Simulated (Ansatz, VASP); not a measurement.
## PbSe in VASP and in Ansatz

File INCAR:

```
SYSTEM = PbSe
ALGO = Normal ; EDIFF = 1E-6
ENCUT = 500 ; GGA = CA
GGA_COMPAT = .False. ; ISIF = 2
ISMEAR = -1 ; LASPH = .True.
LCHARG = .True. ; LELF = .True.
LREAL = .False. ; LVHAR = .True.
LWAVE = .False. ; NBANDS = 17
NELM = 120 ; PREC = Accurate
SIGMA = 0.05
```

File KPOINTS:

```
k-points
0
Gamma
  4 4 4
  0 0 0
```

Contents of POSCAR:

```
PbSe
1.0
    0.0000000000      3.0606500000      3.0606500000
    3.0606500000      0.0000000000      3.0606500000
    3.0606500000      3.0606500000      0.0000000000
Pb Se
1 1
Direct
    0.0000000000      0.0000000000      0.0000000000
    0.5000000000      0.5000000000      0.5000000000
```

Contents of input.yaml:

```yaml
crystal:
  lattice:
    - [0.0, 3.06065, 3.06065]
    - [3.06065, 0.0, 3.06065]
    - [3.06065, 3.06065, 0.0]
  atoms:
    - { symbol: Pb, position: [0.0, 0.0, 0.0] }
    - { symbol: Se, position: [0.5, 0.5, 0.5] }
hamiltonian:
  xc: lda
  pseudopotentials: { kind: paw }
kpoints:
  mp_grid: { grid: [4, 4, 4] }
scf:
  occupations: { method: fermi_dirac, width: 0.05 }
  n_extra_bands: 6
output:
  forces: true
  stress: true
  eigenvalues: true
  dos: { projected: true, de: 0.05, nscf_kmesh: { grid: [6, 6, 6] } }
  write_density: true
  write_potential: true
  elf: true
  volumetric_format: npy
```

Alike in both runs: functional LDA; k mesh 4 × 4 × 4; occupations fermi-dirac, width 0.05 eV; no spin polarisation.

|  | VASP | Ansatz |
| --- | --- | --- |
| version | VASP 6.6.1 | Ansatz 0.2.0 |
| potentials or method | VASP PAW LDA potentials, release 64 (Pb_d, Se) | Ansatz PAW |
| plane-wave cutoff (eV) | 500 | 420 |
| valence electrons in the cell | 20 | 30 |
| task | single point | projected density of states |

Ansatz gave:

| Item | Value |
| --- | --- |
| pressure (GPa) | -2.3 |

**Question.** Which values does VASP return?

**Answer.** Pressure (GPa): -2.2.

LDA's correlation is that of Perdew and Zunger in VASP and of Perdew and Wang (1992) in Ansatz. VASP's potentials hold 20 valence electrons a cell and Ansatz's 30, so a difference there can come from the potentials and not from the codes.

The k mesh is coarse, so the values compare programs but aren't converged. Neither program's run includes spin-orbit coupling.
